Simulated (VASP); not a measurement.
# Ba (Im-3m) in VASP: further runs, part 2 of 2

VASP 6.6.1. Earlier steps stand in the parts before.

### 3 Single point, PBE

This run uses another cell than the first one, of 63.25 Å³/atom.

The input, INCAR:

```
SYSTEM = Ba
PREC = Accurate
ENCUT = 520
EDIFF = 1E-6
ISMEAR = 1
SIGMA = 0.1
LREAL = .FALSE.
LASPH = .TRUE.
NELM = 80
ALGO = Normal
ISIF = 2
LWAVE = .FALSE.
LCHARG = .TRUE.
GGA = PE
LELF = .TRUE.
LVHAR = .TRUE.
NBANDS = 11
```

The input, KPOINTS:

```
Automatic mesh
0
G
  23 23 23
  0 0 0
```

The input, POSCAR:

```
Ba
1.0
   -2.5100000000      2.5100000000      2.5100000000
    2.5100000000     -2.5100000000      2.5100000000
    2.5100000000      2.5100000000     -2.5100000000
Ba
1
Direct
    0.0000000000      0.0000000000      0.0000000000
```

Potentials or basis: VASP PAW PBE potentials, release 64 (Ba_sv).

On the command line:

```sh
cat potpaw_PBE.64/Ba_sv/POTCAR > POTCAR
mpirun -np 1 vasp_std > vasp.out
```

OUTCAR:

```text
SYSTEM = Ba
   PREC = Accurate
   ENCUT = 520
   EDIFF = 1E-6
   ISMEAR = 1
   LREAL = .FALSE.
   LASPH = .TRUE.
   NELM = 80
   ISIF = 2
   GGA = PE

 ion  position               nearest neighbor table
   1  0.000  0.000  0.000-

  LATTYP: Found a body centered cubic cell.
 ALAT       =     5.0200000000

  Lattice vectors:

 A1 = (  -2.5100000000,   2.5100000000,   2.5100000000)
 A2 = (   2.5100000000,  -2.5100000000,   2.5100000000)
 A3 = (   2.5100000000,   2.5100000000,  -2.5100000000)

Analysis of symmetry for initial positions (statically):
=====================================================================
 Subroutine PRICEL returns:
 Original cell was already a primitive cell.

 Routine SETGRP: Setting up the symmetry group for a
 body centered cubic supercell.

 Subroutine GETGRP returns: Found 48 space group operations
 (whereof 48 operations were pure point group operations)
 out of a pool of 48 trial point group operations.

The static configuration has the point symmetry O_h .

Analysis of symmetry for dynamics (positions and initial velocities):
=====================================================================
 Subroutine PRICEL returns:
 Original cell was already a primitive cell.

 Routine SETGRP: Setting up the symmetry group for a
 body centered cubic supercell.

 Subroutine GETGRP returns: Found 48 space group operations
 (whereof 48 operations were pure point group operations)
 out of a pool of 48 trial point group operations.

The dynamic configuration has the point symmetry O_h .

 Subroutine INISYM returns: Found 48 space group operations
 (whereof 48 operations are pure point group operations),
 and found     1 'primitive' translations

----------------------------------------------------------------------------------------

                                     Primitive cell

  volume of cell :      63.2530

  direct lattice vectors                    reciprocal lattice vectors
    -2.510000000  2.510000000  2.510000000     0.000000000  0.199203187  0.199203187
     2.510000000 -2.510000000  2.510000000     0.199203187  0.000000000  0.199203187
     2.510000000  2.510000000 -2.510000000     0.199203187  0.199203187  0.000000000

  length of vectors
     4.347447527  4.347447527  4.347447527     0.281715849  0.281715849  0.281715849

  position of ions in fractional coordinates (direct lattice)
     0.000000000  0.000000000  0.000000000

  ion indices of the primitive-cell ions
   primitive index   ion index
                 1           1

----------------------------------------------------------------------------------------

 KPOINTS: Automatic mesh

Automatic generation of k-mesh.
 Grid dimensions read from file:
 generate k-points for:   23   23   23

 Generating k-lattice:

  Cartesian coordinates                     Fractional coordinates (reciprocal lattice)
     0.000000000  0.008661008  0.008661008     0.043478261  0.000000000  0.000000000
     0.008661008  0.000000000  0.008661008     0.000000000  0.043478261  0.000000000
     0.008661008  0.008661008  0.000000000     0.000000000  0.000000000  0.043478261

  Length of vectors
     0.012248515  0.012248515  0.012248515

  Shift w.r.t. Gamma in fractional coordinates (k-lattice)
     0.000000000  0.000000000  0.000000000

 Subroutine IBZKPT returns following result:
 ===========================================

 Found    364 irreducible k-points:

 Following reciprocal coordinates:
            Coordinates               Weight
  0.000000  0.000000  0.000000      1.000000
  0.043478  0.000000  0.000000     12.000000
  0.086957  0.000000  0.000000     12.000000
  0.130435  0.000000  0.000000     12.000000
  0.173913  0.000000  0.000000     12.000000
  0.217391  0.000000  0.000000     12.000000
[... 16 lines left out ...]
  0.478261  0.043478 -0.000000     24.000000
  0.086957  0.086957  0.000000     24.000000
 [... further k-points ...]
   k-points           NKPTS =    364   k-points in BZ     NKDIM =    364   number of bands    NBANDS=     11
   number of dos      NEDOS =    301   number of ions     NIONS =      1
   total plane-waves  NPLWV =  32768
   dimension x,y,z NGX =    32 NGY =   32 NGZ =   32
   dimension x,y,z NGXF=    64 NGYF=   64 NGZF=   64
   ions per type =               1
   NGX,Y,Z   is equivalent  to a cutoff of  12.24, 12.24, 12.24 a.u.
   NGXF,Y,Z  is equivalent  to a cutoff of  24.47, 24.47, 24.47 a.u.
 SYSTEM =  Ba
   PREC   = accura    normal or accurate (medium, high low for compatibility)
   ISTART =      0    job   : 0-new  1-cont  2-samecut
   ICHARG =      2    charge: 1-file 2-atom 10-const
   ISPIN  =      1    spin polarized calculation?
   LNONCOLLINEAR =      F non collinear calculations
   LSORBIT =      F    spin-orbit coupling
   LASPH  =      T    aspherical Exc in radial PAW
   ENCUT  =  520.0 eV  38.22 Ry    6.18 a.u.   8.08  8.08  8.08*2*pi/ulx,y,z
   NELM   =     80;   NELMIN=  2; NELMDL= -5     # of ELM steps
   EDIFF  = 0.1E-05   stopping-criterion for ELM
   LREAL  =      F    real-space projection
   EDIFFG = 0.1E-04   stopping-criterion for IOM
   NSW    =      0    number of steps for IOM
   IBRION =     -1    ionic relax: 0-MD 1-quasi-New 2-CG
   NFREE  =      0    steps in history (QN), initial steepest desc. (CG)
   ISIF   =      2    stress and relaxation
   ISYM   =      2    0-nonsym 1-usesym 2-fastsym
   POTIM  = 0.5000    time-step for ionic-motion
   TEBEG  =    0.0;   TEEND  =   0.0 temperature during run
   PSTRESS=    0.0 pullay stress
   NELECT =      10.0000    total number of electrons
   NUPDOWN=      -1.0000    fix difference up-down
   EMIN   =  10.00;   EMAX   =-10.00  energy-range for DOS
   EFERMI =   0.00;   METHOD = LEGACY
   ISMEAR =     1;   SIGMA  =   0.10  broadening in eV -4-tet -1-fermi 0-gaus
   EFERMI_NEDOS =   21; number of points for ismear=-14 and -15
   IALGO  =     38    algorithm
   IMIX   =      4    mixing-type and parameters
     AMIX     =   0.40;   BMIX     =  1.00
     AMIX_MAG =   1.60;   BMIX_MAG =  1.00
  volume/ion in A,a.u.               =      63.25       426.85
  Fermi-wavevector in a.u.,A,eV,Ry     =   0.885213  1.672810 10.661553  0.783602
  Thomas-Fermi vector in A             =   2.006216
   LORBIT       =      0    0 simple, 1 ext, 2 COOP (PROOUT), +10 PAW based schemes
   GGA     = PE    functional components
   LHFCALC =     F    Hartree Fock is set to
   AEXX    =    0.0000 exact exchange contribution
   IVDW    =     0    specifies the selected vdW correction
   LEPSILON=     F    determine dielectric tensor
   LRPA    =     F    only Hartree local field effects (RPA)
 non-spin polarized calculation
 Methfessel and Paxton  Order N= 1 SIGMA  =   0.10
  energy-cutoff  :      520.00
  volume of cell :       63.25
 maximum number of plane-waves:      1722
   NGX = 17   NGY = 17   NGZ = 17

 number of electron      10.0000000 magnetization

 Free energy of the ion-electron system (eV)
  ---------------------------------------------------
  ext. energy  EPLUGINS =         0.00000000
  ---------------------------------------------------
  free energy    TOTEN  =        -1.90808014 eV

  energy without entropy =       -1.90832421  energy(sigma->0) =       -1.90816149

 E-fermi :   1.6192     XC(G=0):  -7.3963

 val. band max:        1.6157219567   @ k =  -0.3913  -0.4348   0.1304
 cond. band min:       1.6204455692   @ k =  -0.3913  -0.4348   0.2174
 fundamental gap:      0.0047236125
 Fermi energy:         1.6192202630

 k-point     1 :       0.0000    0.0000    0.0000
  band No.  band energies     occupation
      1     -27.2590      2.00000
      2     -12.2106      2.00000
      3     -12.2106      2.00000
      4     -12.2106      2.00000
      5      -1.1156      2.00000
      6       3.4588     -0.00000
      7       3.4588     -0.00000
      8       3.4588     -0.00000
      9       4.8547      0.00000
     10       4.8547      0.00000
     11       8.5564      0.00000
[... 309 lines left out ...]
 k-point    24 :       0.0870    0.0870    0.0000
  band No.  band energies     occupation
      1     -27.2502      2.00000
      2     -12.3107      2.00000
      3     -12.2336      2.00000
      4     -12.2193      2.00000
      5      -0.7069      2.00000
      6       3.1739     -0.00000
      7       3.1929     -0.00000
      8       3.9011      0.00000
      9       4.4541      0.00000
     10       4.9133      0.00000
     11       8.9276      0.00000

 [... further k-points ...]

------------------------ aborting loop because EDIFF is reached ----------------------------------------

  FORCE on cell =-STRESS in cart. coord.  units (eV):
  Direction    XX          YY          ZZ          XY          YZ          ZX
  --------------------------------------------------------------------------------------
  -------------------------------------------------------------------------------------
  Total        0.0193840      0.0193840      0.0193840      0.0000000     -0.0000000      0.0000000
  in kB        0.4909900      0.4909900      0.4909900      0.0000000     -0.0000000      0.0000000
  external PRESSURE =       0.4909900 kB  Pullay stress =       0.0000000 kB

 VOLUME and BASIS-vectors are now :
 -----------------------------------------------------------------------------
  energy-cutoff  :      520.00
  volume of cell :       63.25
      direct lattice vectors                 reciprocal lattice vectors
    -2.510000000  2.510000000  2.510000000     0.000000000  0.199203187  0.199203187
     2.510000000 -2.510000000  2.510000000     0.199203187  0.000000000  0.199203187
     2.510000000  2.510000000 -2.510000000     0.199203187  0.199203187  0.000000000

 POSITION                                       TOTAL-FORCE (eV/Angst)
 -----------------------------------------------------------------------------------
      0.00000      0.00000      0.00000        -0.000000      0.000000     -0.000000
 -----------------------------------------------------------------------------------
    total drift:                               -0.000000      0.000000     -0.000000

  FREE ENERGIE OF THE ION-ELECTRON SYSTEM (eV)
  ---------------------------------------------------
  free  energy   TOTEN  =        -1.9080801354 eV

  energy  without entropy=       -1.9083242132  energy(sigma->0) =       -1.90816149
```

stdout:

```text
POSCAR found type information on POSCAR Ba
 POSCAR found :  1 types and       1 ions
 scaLAPACK will be used
 LDA part: xc-table for (Slater+PW92), standard interpolation
 POSCAR, INCAR and KPOINTS ok, starting setup
 FFT: planning ... GRIDC
 FFT: planning ... GRID_SOFT
 FFT: planning ... GRID
 WAVECAR not read
 entering main loop
```

It took 1.9 min on 1 thread of Intel Xeon Platinum 8259CL at 2.50GHz (Skylake/Cascade Lake), shared host; peak memory 0.37 GiB.

What came out:

- Free energy: -1.9081 eV
- Pressure: 0.0 GPa
- Band gap on the k mesh: zero (bands 5 and 6 overlap by 0.99 eV)

Caveat: spin-orbit coupling is left out, which moves the levels of the heavy elements.
